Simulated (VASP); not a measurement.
Set up this calculation in VASP 6.6.1, as the native input.

| Quantity | Value |
| --- | --- |
| Task | single point |
| Functional | LDA |
| Potentials or basis | VASP PAW LDA potentials, release 64 (Hf_pv, B) |
| Cutoff | 520 eV |
| k mesh | 20 × 20 × 20 |
| Occupations | gaussian, width 0.15 eV |
| Spin | no spin polarisation |
| Dipole correction | no |
| Further INCAR settings | ALGO = Normal; EDIFF = 1e-06; NBANDS = 14 |

The structure of HfB lies in POSCAR:

```
HfB
1.0
   -0.9701392084      1.9402784168      1.9402784168
    1.9402784168     -0.9701392084      1.9402784168
    1.9402784168      1.9402784168     -0.9701392084
Hf B
1 1
Direct
    0.5000000000      0.5000000000      0.5000000000
    0.0000000000      0.0000000000      0.0000000000
```

This cell differs from its parent crystal: ratio of the length along [111] to the lengths across it x 0.5, volume and fractional coordinates fixed.

One way to write it, as run:

INCAR

```
PREC = Accurate
ENCUT = 520
EDIFF = 1E-6
ISMEAR = 0
SIGMA = 0.15
LREAL = False
LASPH = True
NELM = 60
ALGO = Normal
ISIF = 2
LWAVE = False
LCHARG = False
NBANDS = 14
```

KPOINTS

```
Automatic mesh
0
Gamma
  20 20 20
```

Potentials or basis: VASP PAW LDA potentials, release 64 (Hf_pv, B).

Command:

```sh
$ cat potpaw_LDA.64/Hf_pv/POTCAR potpaw_LDA.64/B/POTCAR > POTCAR
$ mpirun -np 1 vasp_std > vasp.out
```

It gave:

```json
{
  "Pressure": "6.3 GPa"
}
```

Wall time 86 s on 1 thread of Intel(R) Xeon(R) Platinum 8259CL CPU @ 2.50GHz (Skylake/Cascade Lake), with other jobs on the host, peak memory 0.2 GiB.
